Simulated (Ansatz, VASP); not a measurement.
Pd in VASP and in Ansatz

```xyz
1
Lattice="-1.5590 1.5590 1.5590 1.5590 -1.5590 1.5590 1.5590 1.5590 -1.5590" Properties=species:S:1:pos:R:3 pbc="T T T"
Pd    0.0000    0.0000    0.0000
```

Alike in both runs: task single point; functional PBE; k mesh 18 × 18 × 18; occupations gaussian, width 0.1 eV; no spin polarisation.

|  | VASP | Ansatz |
| --- | --- | --- |
| version | VASP 6.6.1 | Ansatz 0.2.0 |
| potentials or method | VASP PAW PBE potentials, release 64 (Pd), cutoff 520 eV | scalar-relativistic, plane waves, PAW |
| valence electrons in the cell | 10 | 18 |

```tsv
	VASP	Ansatz	Ansatz less VASP
gap on the k mesh at the Fermi level (eV)	none	none	-
pressure (GPa)	2.8	3.2	+0.34
```

A gap of «none» marks a metal or a gap that the smearing closes. VASP's potentials hold 10 valence electrons a cell and Ansatz's 18, so a difference there can come from the potentials and not from the codes.
